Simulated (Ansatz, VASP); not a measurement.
## Zn5O3 in VASP and in Ansatz

```
Zn O
1.0
     3.20530    0.00000    0.00000
    -1.60265    2.77587    0.00000
     0.00000    0.00000   12.19384
Zn O
5 3
Direct
  0.00000 0.00000 0.43378
  0.33333 0.66667 0.66197
  0.33333 0.66667 0.21146
  0.00000 0.00000 0.98944
  0.66667 0.33333 0.83593
  0.33333 0.66667 0.37256
  0.00000 0.00000 0.59496
  0.00000 0.00000 0.15090
```

Alike in both runs: functional PBE; k mesh 12 × 12 × 4; occupations gaussian, width 0.1 eV; no spin polarisation.

Ansatz relaxed the structure, and its values are those at the end. VASP's run is a single point on that final structure, the one shown.

|  | VASP | Ansatz |
| --- | --- | --- |
| version | VASP 6.6.1 | Ansatz 0.2.0 |
| potentials or method | VASP PAW PBE potentials, release 64 (Zn, O), cutoff 520 eV | scalar-relativistic, plane waves, PAW |
| valence electrons in the cell | 78 | 78 |

```tsv
	VASP	Ansatz	Ansatz less VASP
gap on the k mesh at the Fermi level (eV)	none	none	-
pressure (GPa)	0.7	0.0	-0.70
rms of the force components (eV/Å)	0.016	0.000	-0.0155
```

A gap of «none» marks a metal or a gap that the smearing closes. The functional is the same, so the differences come from potentials, cutoffs and numerics.
